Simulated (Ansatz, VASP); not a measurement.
Two plane-wave programs on Ta

The input POSCAR:

```
Ta
1.0
    2.9572565550      0.0000000000      0.0000000000
   -1.4786282775      2.5610593022      0.0000000000
    0.0000000000      0.0000000000      5.2675992145
Ta
2
Direct
    0.3333333333      0.6666666667      0.2500000000
    0.6666666667      0.3333333333      0.7500000000
```

INCAR.step1

```
SYSTEM = Ta
PREC     = Accurate       ! precision mode
ENCUT    = 520            ! plane-wave cutoff, eV
ISMEAR   = -1             ! smearing method
SIGMA    = 0.05           ! smearing width, eV
LREAL    = .False.        ! projectors in reciprocal space
LASPH    = .True.         ! aspherical terms in the spheres
NELM     = 100            ! most SCF steps
NBANDS   = 18             ! bands
GGA      = PE             ! functional
ALGO     = Normal         ! electronic algorithm
EDIFF    = 1E-4           ! SCF threshold, eV
LWAVE    = .True.         ! write WAVECAR
LCHARG   = .False.        ! write CHGCAR
```

INCAR.step2

```
SYSTEM = Ta
PREC     = Accurate       ! precision mode
ENCUT    = 520            ! plane-wave cutoff, eV
EDIFF    = 1E-6           ! SCF threshold, eV
ISMEAR   = -1             ! smearing method
SIGMA    = 0.05           ! smearing width, eV
LREAL    = .False.        ! projectors in reciprocal space
LASPH    = .True.         ! aspherical terms in the spheres
NELM     = 100            ! most SCF steps
ALGO     = Normal         ! electronic algorithm
ISIF     = 2              ! what is computed and relaxed
LWAVE    = .False.        ! write WAVECAR
LCHARG   = .False.        ! write CHGCAR
METAGGA  = R2SCAN         ! meta-GGA
LMIXTAU  = .True.       
NBANDS   = 18             ! bands
ISTART   = 1
```

KPOINTS

```
regular mesh
0
Gamma
  11 11 5
  0 0 0
```

input.yaml

```yaml
crystal:
  lattice:
    - [2.957256555, 0.0, 0.0]
    - [-1.4786282775, 2.5610593022, 0.0]
    - [0.0, 0.0, 5.2675992145]
  atoms:
    - { symbol: Ta, position: [0.3333333333, 0.6666666667, 0.25] }
    - { symbol: Ta, position: [0.6666666667, 0.3333333333, 0.75] }
hamiltonian:
  xc: r2scan
  pseudopotentials: { kind: paw }
kpoints:
  mp_grid: { grid: [11, 11, 5] }
scf:
  occupations: { method: fermi_dirac, width: 0.05 }
output:
  forces: true
  stress: true
  eigenvalues: true
```

Alike in both runs: task single point; functional r2SCAN; k mesh 11 × 11 × 5; occupations fermi-dirac, width 0.05 eV; no spin polarisation.

```csv
,VASP,Ansatz
version,VASP 6.6.1,Ansatz 0.2.0
potentials or method,"VASP PAW PBE potentials, release 64 (Ta_pv)",Ansatz PAW
plane-wave cutoff (eV),520,500
valence electrons in the cell,22,26
```

```csv
,VASP,Ansatz,Ansatz less VASP
gap on the k mesh at the Fermi level (eV),none,none,-
pressure (GPa),-12.8,-13.2,-0.38
"traceless stress, the component that is largest in VASP (GPa)",1.15,1.09,-0.063
```

VASP's potentials were made for PBE, not for r2SCAN. A gap of «none» marks a metal or a gap that the smearing closes. The functional is the same, so the differences come from potentials, cutoffs and numerics. VASP's potentials hold 22 valence electrons a cell and Ansatz's 26, so a difference there can come from the potentials and not from the codes.

Neither program's run includes spin-orbit coupling.
